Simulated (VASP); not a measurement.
**WSe2: single point with PBEsol**

WSe2, a slab with vacuum:

```xyz
3
Lattice="3.3179 0.0000 0.0000 -1.6590 2.8734 0.0000 0.0000 0.0000 16.6581" Properties=species:S:1:pos:R:3 pbc="T T T"
W     0.0000    0.0000    0.0000
Se   -0.0354    1.8803    1.6623
Se   -0.0354    1.8803   14.9959
```

This cell differs from its parent crystal: all Se atoms moved -0.050 Å, as atom 2 along Cartesian [1 1 0].

| Quantity | Value |
| --- | --- |
| Program | VASP 6.6.1 |
| Task | single point |
| Functional | PBEsol |
| Potentials or basis | VASP PAW PBE potentials, release 64 (W_sv, Se) |
| Cutoff | 520 eV |
| k mesh | 9 × 9 × 2 |
| Occupations | gaussian, width 0.05 eV |
| Spin | no spin polarisation |

```
Largest force          : 0.906 eV/Å
Band gap on the k mesh : 1.51 eV
```

Forces on the atoms (eV/Å):
```
W   -0.634 -0.647  0.000
Se   0.317  0.324 -0.046
Se   0.317  0.324  0.046
```

Levels at points of the mesh, in eV from the valence-band top:
```tsv
k point	band 11	band 12	band 13	band 14	band 15	band 16
(0.00, 0.00, 0.00)	-1.47	-1.06	-0.27	2.69	3.03	3.17
(0.00, 0.00, 0.50)	-1.47	-1.06	-0.27	2.69	3.03	3.17
```

Wall time 11 min on 1 thread of Intel Xeon 8259CL, on a shared host, peak memory 0.47 GiB.

Caveat: the cell differs from its parent crystal (all Se atoms moved -0.050 Å, as atom 2 along Cartesian [1 1 0]); the PAW data sets were made with another functional, which shifts forces and pressure a little; spin-orbit coupling is left out, which moves the levels of the heavy elements.
